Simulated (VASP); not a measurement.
# Co (P6_3/mmc) in VASP: further runs

Co is run at these levels: PBE; tasks: single point.

Everything below comes from runs of VASP 6.6.1. Logs are shortened: lines on timing, memory, paths and dates and some standing lists are left out, and cuts for length are marked.

**1. The cell of the first run**

It takes space group P6_3/mmc (No. 194, hexagonal). Conventional cell: a = 2.443 Å, b = 2.443 Å, c = 3.948 Å, α = 90.00°, β = 90.00°, γ = 120.00°. Within 3.2 Å of Co (site symmetry -6m2) lie 12 Co at 2.43 to 2.44 Å.

**2. Single point, PBE, collinear spin, ferromagnetic start (volume scaled by 0.94, then relaxed in part)**

Input file INCAR:

```
PREC = Accurate ; ENCUT = 520
EDIFF = 1E-6 ; ISMEAR = 0
SIGMA = 0.1 ; LREAL = F
LASPH = T ; NELM = 150
ALGO = Normal ; ISIF = 2
LWAVE = F ; LCHARG = F
ISPIN = 2 ; MAGMOM = 1.84 1.84
LORBIT = 11 ; LMAXMIX = 4
GGA = PE ; NBANDS = 20
```

Input file KPOINTS:

```
Automatic mesh
0
Gamma
  18 18 10
```

Input file POSCAR:

```
Co
1.0
    2.4425827100      0.0000000000      0.0000000000
   -1.2212913550      2.1153386777      0.0000000000
    0.0000000000      0.0000000000      3.9475060944
Co
2
Direct
    0.3333333333      0.6666666667      0.2500000000
    0.6666666667      0.3333333333      0.7500000000
```

Potentials or basis: VASP PAW PBE potentials, release 64 (Co).

Launch:

```sh
$ cat potpaw_PBE.64/Co/POTCAR > POTCAR
$ mpirun -np 1 vasp_std > vasp.out
```

OUTCAR:

```text
PREC = Accurate
   ENCUT = 520
   EDIFF = 1E-6
   ISMEAR = 0
   LREAL = F
   LASPH = T
   NELM = 150
   ISIF = 2
   ISPIN = 2
   LORBIT = 11
   GGA = PE

 ion  position               nearest neighbor table
   1  0.333  0.667  0.250-   2 2.43   2 2.43   2 2.43   2 2.43   2 2.43   2 2.43
   2  0.667  0.333  0.750-   1 2.43   1 2.43   1 2.43   1 2.43   1 2.43   1 2.43

  LATTYP: Found a hexagonal cell.
 ALAT       =     2.4425827100
 C/A-ratio  =     1.6161197237

  Lattice vectors:

 A1 = (   2.4425827100,   0.0000000000,   0.0000000000)
 A2 = (  -1.2212913550,   2.1153386777,   0.0000000000)
 A3 = (   0.0000000000,   0.0000000000,   3.9475060944)

Analysis of symmetry for initial positions (statically):
=====================================================================
 Subroutine PRICEL returns:
 Original cell was already a primitive cell.

 Routine SETGRP: Setting up the symmetry group for a
 hexagonal supercell.

 Subroutine GETGRP returns: Found 24 space group operations
 (whereof 12 operations were pure point group operations)
 out of a pool of 24 trial point group operations.

The static configuration has the point symmetry D_3d.
 The point group associated with its full space group is D_6h.

Analysis of symmetry for dynamics (positions and initial velocities):
=====================================================================
 Subroutine PRICEL returns:
 Original cell was already a primitive cell.

 Routine SETGRP: Setting up the symmetry group for a
 hexagonal supercell.

 Subroutine GETGRP returns: Found 24 space group operations
 (whereof 12 operations were pure point group operations)
 out of a pool of 24 trial point group operations.

The dynamic configuration has the point symmetry D_3d.
 The point group associated with its full space group is D_6h.

Analysis of structural, dynamic, and magnetic symmetry:
=====================================================================
 Subroutine PRICEL returns:
 Original cell was already a primitive cell.

 Routine SETGRP: Setting up the symmetry group for a
 hexagonal supercell.

 Subroutine GETGRP returns: Found 24 space group operations
 (whereof 12 operations were pure point group operations)
 out of a pool of 24 trial point group operations.

The overall configuration has the point symmetry D_3d.
 The point group associated with its full space group is D_6h.

 Subroutine INISYM returns: Found 24 space group operations
 (whereof 12 operations are pure point group operations),
 and found     1 'primitive' translations

----------------------------------------------------------------------------------------

                                     Primitive cell

  volume of cell :      20.3963

  direct lattice vectors                    reciprocal lattice vectors
     2.442582710  0.000000000  0.000000000     0.409402718  0.236368769  0.000000000
    -1.221291355  2.115338678  0.000000000     0.000000000  0.472737539  0.000000000
     0.000000000  0.000000000  3.947506094     0.000000000  0.000000000  0.253324498

  length of vectors
     2.442582710  2.442582710  3.947506094     0.472737539  0.472737539  0.253324498

  position of ions in fractional coordinates (direct lattice)
     0.333333333  0.666666667  0.250000000
     0.666666667  0.333333333  0.750000000

  ion indices of the primitive-cell ions
   primitive index   ion index
                 1           1
                 2           2

----------------------------------------------------------------------------------------

 KPOINTS: Automatic mesh

Automatic generation of k-mesh.
 Grid dimensions read from file:
 generate k-points for:   18   18   10

 Generating k-lattice:

  Cartesian coordinates                     Fractional coordinates (reciprocal lattice)
     0.022744595  0.013131598  0.000000000     0.055555556  0.000000000  0.000000000
     0.000000000  0.026263197  0.000000000     0.000000000  0.055555556  0.000000000
     0.000000000  0.000000000  0.025332450     0.000000000  0.000000000  0.100000000

  Length of vectors
     0.026263197  0.026263197  0.025332450

  Shift w.r.t. Gamma in fractional coordinates (k-lattice)
     0.000000000  0.000000000  0.000000000

 Subroutine IBZKPT returns following result:
 ===========================================

 Found    222 irreducible k-points:

 Following reciprocal coordinates:
            Coordinates               Weight
  0.000000  0.000000  0.000000      1.000000
  0.055556  0.000000  0.000000      6.000000
  0.111111  0.000000  0.000000      6.000000
  0.166667  0.000000  0.000000      6.000000
  0.222222  0.000000  0.000000      6.000000
  0.277778  0.000000  0.000000      6.000000
[... 16 lines left out ...]
  0.333333  0.111111  0.000000     12.000000
  0.388889  0.111111  0.000000     12.000000
 [... further k-points ...]
   k-points           NKPTS =    222   k-points in BZ     NKDIM =    222   number of bands    NBANDS=     20
   number of dos      NEDOS =    301   number of ions     NIONS =      2
   total plane-waves  NPLWV =   9720
   dimension x,y,z NGX =    18 NGY =   18 NGZ =   30
   dimension x,y,z NGXF=    36 NGYF=   36 NGZF=   60
   ions per type =               2
   NGX,Y,Z   is equivalent  to a cutoff of  12.25, 12.25, 12.63 a.u.
   NGXF,Y,Z  is equivalent  to a cutoff of  24.50, 24.50, 25.27 a.u.
 SYSTEM =  unknown system
   PREC   = accura    normal or accurate (medium, high low for compatibility)
   ISTART =      0    job   : 0-new  1-cont  2-samecut
   ICHARG =      2    charge: 1-file 2-atom 10-const
   ISPIN  =      2    spin polarized calculation?
   LNONCOLLINEAR =      F non collinear calculations
   LSORBIT =      F    spin-orbit coupling
   LASPH  =      T    aspherical Exc in radial PAW
   ENCUT  =  520.0 eV  38.22 Ry    6.18 a.u.   4.54  4.54  7.34*2*pi/ulx,y,z
   NELM   =    150;   NELMIN=  2; NELMDL= -5     # of ELM steps
   EDIFF  = 0.1E-05   stopping-criterion for ELM
   LREAL  =      F    real-space projection
   EDIFFG = 0.1E-04   stopping-criterion for IOM
   NSW    =      0    number of steps for IOM
   IBRION =     -1    ionic relax: 0-MD 1-quasi-New 2-CG
   NFREE  =      0    steps in history (QN), initial steepest desc. (CG)
   ISIF   =      2    stress and relaxation
   ISYM   =      2    0-nonsym 1-usesym 2-fastsym
   POTIM  = 0.5000    time-step for ionic-motion
   TEBEG  =    0.0;   TEEND  =   0.0 temperature during run
   PSTRESS=    0.0 pullay stress
   NELECT =      18.0000    total number of electrons
   NUPDOWN=      -1.0000    fix difference up-down
   EMIN   =  10.00;   EMAX   =-10.00  energy-range for DOS
   EFERMI =   0.00;   METHOD = LEGACY
   ISMEAR =     0;   SIGMA  =   0.10  broadening in eV -4-tet -1-fermi 0-gaus
   EFERMI_NEDOS =   21; number of points for ismear=-14 and -15
   IALGO  =     38    algorithm
   IMIX   =      4    mixing-type and parameters
     AMIX     =   0.40;   BMIX     =  1.00
     AMIX_MAG =   1.60;   BMIX_MAG =  1.00
  volume/ion in A,a.u.               =      10.20        68.82
  Fermi-wavevector in a.u.,A,eV,Ry     =   1.570297  2.967430 33.549669  2.465831
  Thomas-Fermi vector in A             =   2.672051
   LORBIT       =     11    0 simple, 1 ext, 2 COOP (PROOUT), +10 PAW based schemes
   GGA     = PE    functional components
   LHFCALC =     F    Hartree Fock is set to
   AEXX    =    0.0000 exact exchange contribution
   IVDW    =     0    specifies the selected vdW correction
   LEPSILON=     F    determine dielectric tensor
   LRPA    =     F    only Hartree local field effects (RPA)
 spin polarized calculation
 Gauss-broadening in eV      SIGMA  =   0.10
  energy-cutoff  :      520.00
  volume of cell :       20.40
 maximum number of plane-waves:       568
   NGX =  9   NGY =  9   NGZ = 15

 number of electron      17.9999974 magnetization       3.1204662

 Free energy of the ion-electron system (eV)
  ---------------------------------------------------
  ext. energy  EPLUGINS =         0.00000000
  ---------------------------------------------------
  free energy    TOTEN  =       -14.02354193 eV

  energy without entropy =      -14.01513700  energy(sigma->0) =      -14.01933947

 E-fermi :  11.1477     XC(G=0): -13.7723

 val. band max:       11.1446257098   @ k =   0.2222   0.1111   0.1000
 cond. band min:      11.1501308145   @ k =   0.0556   0.0556   0.2000
 fundamental gap:      0.0055051047
 Fermi energy:        11.1476543771

 spin component 1

 k-point     1 :       0.0000    0.0000    0.0000
  band No.  band energies     occupation
      1       1.8866      1.00000
      2       5.7375      1.00000
      3       8.4703      1.00000
      4       8.4878      1.00000
      5       8.4878      1.00000
      6       8.8348      1.00000
[... 12 lines left out ...]
     19      38.1381      0.00000
     20      38.1381      0.00000
[... 507 lines left out ...]
 k-point    24 :       0.3889    0.1111    0.0000
  band No.  band energies     occupation
      1       6.2434      1.00000
      2       6.4069      1.00000
      3       6.5198      1.00000
      4       8.1089      1.00000
      5       8.2462      1.00000
      6       8.5670      1.00000
[... 12 lines left out ...]
     19      34.7661      0.00000
     20      37.2093      0.00000

 [... further k-points ...]

 spin component 2

 k-point     1 :       0.0000    0.0000    0.0000
  band No.  band energies     occupation
      1       1.8896      1.00000
      2       6.6528      1.00000
      3      10.0550      1.00000
      4      10.0755      1.00000
      5      10.0755      1.00000
      6      10.4774      1.00000
[... 12 lines left out ...]
     19      38.4354      0.00000
     20      38.4354      0.00000
[... 507 lines left out ...]
 k-point    24 :       0.3889    0.1111    0.0000
  band No.  band energies     occupation
      1       7.0075      1.00000
      2       7.5591      1.00000
      3       7.7010      1.00000
      4       8.8963      1.00000
      5       9.7913      1.00000
      6      10.0266      1.00000
[... 12 lines left out ...]
     19      35.0856      0.00000
     20      37.5756      0.00000

 [... further k-points ...]
[... 5 lines left out ...]
  --------------------------------------------------------------------------------------
  -------------------------------------------------------------------------------------
  Total        1.8509920      1.8509920      1.8326035     -0.0000000     -0.0000000      0.0000000
  in kB      145.3995700    145.3995700    143.9551097     -0.0000000     -0.0000000      0.0000000
  external PRESSURE =     144.9180832 kB  Pullay stress =       0.0000000 kB

 VOLUME and BASIS-vectors are now :
 -----------------------------------------------------------------------------
  energy-cutoff  :      520.00
  volume of cell :       20.40
      direct lattice vectors                 reciprocal lattice vectors
     2.442582710  0.000000000  0.000000000     0.409402718  0.236368769  0.000000000
    -1.221291355  2.115338678  0.000000000     0.000000000  0.472737539  0.000000000
     0.000000000  0.000000000  3.947506094     0.000000000  0.000000000  0.253324498

 POSITION                                       TOTAL-FORCE (eV/Angst)
 -----------------------------------------------------------------------------------
     -0.00000      1.41023      0.98688         0.000000     -0.000000      0.000000
      1.22129      0.70511      2.96063        -0.000000      0.000000      0.000000
 -----------------------------------------------------------------------------------
    total drift:                               -0.000000      0.000000     -0.000000

  FREE ENERGIE OF THE ION-ELECTRON SYSTEM (eV)
  ---------------------------------------------------
  free  energy   TOTEN  =       -14.0235419303 eV

  energy  without entropy=      -14.0151370002  energy(sigma->0) =      -14.01933947

 total charge

# of ion       s       p       d       tot
------------------------------------------
    1        0.516   0.578   7.308   8.402
    2        0.516   0.578   7.308   8.402
--------------------------------------------------
tot          1.031   1.155  14.617  16.803

 magnetization (x)

# of ion       s       p       d       tot
------------------------------------------
    1       -0.016  -0.056   1.641   1.569
    2       -0.016  -0.056   1.641   1.569
--------------------------------------------------
tot         -0.032  -0.113   3.282   3.137
```

Wall time 4.6 min (1 thread of AMD EPYC 7R13, shared host); peak memory 0.2 GiB.

What came out:

| Quantity | Value |
| --- | --- |
| Free energy | -14.0235 eV |
| Pressure | 14.5 GPa |
| Net moment | 3.12 μB per cell |
| Site moments | Co +1.57 μB |
| Valence electrons inside the program's atomic spheres | Co 8.40 |

Stress tensor (GPa, compression positive):
```
14.54  0.00  0.00
 0.00 14.54  0.00
 0.00  0.00 14.40
```

Caveat: the cell differs from its parent crystal (volume scaled by 0.94, then relaxed in part).

**3. Single point, PBE, collinear spin, ferromagnetic start (volume scaled by 0.97, then relaxed in part)**

Input file INCAR:

```
SYSTEM = Co
PREC = Accurate ; ENCUT = 520
EDIFF = 1E-6 ; ISMEAR = 0
SIGMA = 0.1 ; LREAL = .FALSE.
LASPH = .TRUE. ; NELM = 150
ALGO = Normal ; ISIF = 2
LWAVE = .FALSE. ; LCHARG = .FALSE.
ISPIN = 2 ; MAGMOM = 1.84 1.84
LORBIT = 11 ; LMAXMIX = 4
GGA = PE ; NBANDS = 20
```

Input file KPOINTS:

```
regular mesh
0
G
  18 18 10
  0 0 0
```

Input file POSCAR:

```
Co
1.0
    2.4673463140      0.0000000000      0.0000000000
   -1.2336731570      2.1367845879      0.0000000000
    0.0000000000      0.0000000000      3.9921332176
Co
2
Direct
    0.3333333333      0.6666666667      0.2500000000
    0.6666666667      0.3333333333      0.7500000000
```

Potentials or basis: VASP PAW PBE potentials, release 64 (Co).

Launch:

```sh
$ cat potpaw_PBE.64/Co/POTCAR > POTCAR
$ mpirun -np 1 vasp_std > vasp.out
```

It took 4.1 min on 1 thread of AMD EPYC 7R13, shared host; peak memory 0.2 GiB.

It converged, with:

```
Free energy                                           : -14.0653 eV
Pressure                                              : 6.3 GPa
Net moment                                            : 3.16 μB per cell
Site moments                                          : Co +1.59 μB
Valence electrons inside the program's atomic spheres : Co 8.33
```

Stress tensor (GPa, compression positive):
```
6.34 0.00 0.00
0.00 6.34 0.00
0.00 0.00 6.08
```

Levels at points of the mesh, in eV from the Fermi level:
Spin up:
```
           k point  band 8  band 9  band 10  band 11  band 12  band 13  band 14  band 15
(0.00, 0.00, 0.00)   -1.93   -1.93    -0.78    -0.78    -0.08     6.63    22.25    25.13
(0.50, 0.00, 0.00)   -0.64   -0.54    -0.48     1.40     3.49     9.94    10.63    13.03
(0.00, 0.00, 0.50)   -2.69   -1.10    -1.10    -1.10    -1.10    15.38    15.38    23.00
(0.50, 0.00, 0.50)   -1.03   -0.54    -0.54     1.67     1.67     7.55     7.55    18.77
```
Spin down:
```tsv
k point	band 3	band 4	band 5	band 6	band 7	band 8	band 9	band 10	band 11	band 12
(0.00, 0.00, 0.00)	-1.04	-1.01	-1.01	-0.63	-0.63	-0.19	-0.19	-0.15	1.08	1.08
(0.50, 0.00, 0.00)	-3.39	-1.90	-1.17	-1.08	-0.65	1.22	1.35	1.39	2.62	4.45
(0.00, 0.00, 0.50)	-1.61	-1.61	-1.08	-1.08	-1.08	-1.08	0.73	0.73	0.73	0.73
(0.50, 0.00, 0.50)	-2.48	-2.48	-0.07	-0.07	0.25	0.25	1.32	1.32	2.28	2.28
```

Caveat: the cell differs from its parent crystal (volume scaled by 0.97, then relaxed in part).

**4. Single point, PBE, collinear spin, ferromagnetic start**

This run uses another cell than the first one, of 10.85 Å³/atom, 1.064 times its volume.

Input file INCAR:

```
ALGO = Normal ; EDIFF = 1E-6
ENCUT = 520 ; GGA = PE
ISIF = 2 ; ISMEAR = 0
ISPIN = 2 ; LASPH = True
LCHARG = True ; LELF = True
LMAXMIX = 4 ; LORBIT = 11
LREAL = False ; LVHAR = True
LWAVE = False ; MAGMOM = 1.93 1.93
NBANDS = 20 ; NELM = 150
PREC = Accurate ; SIGMA = 0.1
```

Input file KPOINTS:

```
k-points
0
Gamma
  18 18 10
```

Input file POSCAR:

```
Co
1.0
    2.4922744634      0.0000000000      0.0000000000
   -1.2461372317      2.1583729985      0.0000000000
    0.0000000000      0.0000000000      4.0336831186
Co
2
Direct
    0.3333333333      0.6666666667      0.2500000000
    0.6666666667      0.3333333333      0.7500000000
```

Launch:

```sh
$ cat potpaw_PBE.64/Co/POTCAR > POTCAR
$ mpirun -np 1 vasp_std > vasp.out
```

It took 4.4 min on 1 thread of AMD EPYC 7R13, shared host; peak memory 0.22 GiB.

Results (log left out):

* Free energy: -14.0762 eV
* Pressure: -0.7 GPa
* Net moment: 3.19 μB per cell
* Site moments: Co +1.61 μB
* Valence electrons inside the program's atomic spheres: Co 8.27

Stress tensor (GPa, compression positive):
```
-0.68  0.00  0.00
 0.00 -0.68  0.00
 0.00  0.00 -0.81
```

Levels at points of the mesh, in eV from the Fermi level:
Spin up:
```
           k point  band 8  band 9  band 10  band 11  band 12  band 13  band 14  band 15
(0.00, 0.00, 0.00)   -1.92   -1.92    -0.83    -0.83    -0.08     6.35    21.99    24.56
(0.50, 0.00, 0.00)   -0.69   -0.61    -0.54     1.31     3.32     9.69    10.34    12.74
(0.00, 0.00, 0.50)   -2.65   -1.14    -1.14    -1.14    -1.14    15.01    15.01    22.72
(0.50, 0.00, 0.50)   -1.06   -0.60    -0.60     1.61     1.61     7.26     7.26    18.35
```
Spin down:
| k point | band 5 | band 6 | band 7 | band 8 | band 9 | band 10 |
| --- | --- | --- | --- | --- | --- | --- |
| (0.00, 0.00, 0.00) | -0.96 | -0.60 | -0.60 | -0.17 | -0.17 | -0.15 |
| (0.50, 0.00, 0.00) | -1.11 | -1.03 | -0.62 | 1.17 | 1.30 | 1.34 |
| (0.00, 0.00, 0.50) | -1.02 | -1.02 | -1.02 | -1.02 | 0.71 | 0.71 |
| (0.50, 0.00, 0.50) | -0.06 | -0.06 | 0.25 | 0.25 | 1.27 | 1.27 |

**5. Single point, PBE, collinear spin, ferromagnetic start (volume scaled by 1.03, then relaxed in part)**

Input file INCAR:

```
SYSTEM = Co
PREC = Accurate
ENCUT = 520
EDIFF = 1E-6
ISMEAR = 0
SIGMA = 0.1
LREAL = .False.
LASPH = .True.
NELM = 150
ALGO = Normal
ISIF = 2
LWAVE = .False.
LCHARG = .False.
ISPIN = 2
MAGMOM = 1.84 1.84
LORBIT = 11
LMAXMIX = 4
GGA = PE
NBANDS = 20
```

Input file KPOINTS:

```
regular mesh
0
Gamma
  18 18 10
  0 0 0
```

Input file POSCAR:

```
Co
1.0
    2.5169520531      0.0000000000      0.0000000000
   -1.2584760265      2.1797444181      0.0000000000
    0.0000000000      0.0000000000      4.0736231727
Co
2
Direct
    0.3333333333      0.6666666667      0.2500000000
    0.6666666667      0.3333333333      0.7500000000
```

Launch:

```sh
$ cat potpaw_PBE.64/Co/POTCAR > POTCAR
$ mpirun -np 1 vasp_std > vasp.out
```

It took 4.8 min on 1 thread of AMD EPYC 7R13, shared host; peak memory 0.22 GiB.

Results (log left out):

* Free energy: -14.0610 eV
* Pressure: -6.6 GPa
* Net moment: 3.21 μB per cell
* Site moments: Co +1.63 μB
* Valence electrons inside the program's atomic spheres: Co 8.22

Levels at points of the mesh, in eV from the Fermi level:
Spin up:
| k point | band 8 | band 9 | band 10 | band 11 | band 12 | band 13 | band 14 | band 15 |
| --- | --- | --- | --- | --- | --- | --- | --- | --- |
| (0.00, 0.00, 0.00) | -1.92 | -1.92 | -0.88 | -0.88 | -0.06 | 6.08 | 21.74 | 24.02 |
| (0.50, 0.00, 0.00) | -0.75 | -0.67 | -0.60 | 1.23 | 3.17 | 9.45 | 10.06 | 12.46 |
| (0.00, 0.00, 0.50) | -2.61 | -1.17 | -1.17 | -1.17 | -1.17 | 14.67 | 14.67 | 22.44 |
| (0.50, 0.00, 0.50) | -1.08 | -0.66 | -0.66 | 1.56 | 1.56 | 7.00 | 7.00 | 17.96 |
Spin down:
```
           k point  band 3  band 4  band 5  band 6  band 7  band 8  band 9  band 10  band 11  band 12
(0.00, 0.00, 0.00)   -0.94   -0.91   -0.91   -0.56   -0.56   -0.15   -0.15    -0.15     1.01     1.01
(0.50, 0.00, 0.00)   -3.10   -1.80   -1.05   -0.98   -0.59    1.13    1.26     1.29     2.44     4.13
(0.00, 0.00, 0.50)   -1.47   -1.47   -0.97   -0.97   -0.97   -0.97    0.69     0.69     0.69     0.69
(0.50, 0.00, 0.50)   -2.27   -2.27   -0.04   -0.04    0.24    0.24    1.23     1.23     2.13     2.13
```

Caveat: the cell differs from its parent crystal (volume scaled by 1.03, then relaxed in part).

(Continued in part 2 of 2.)
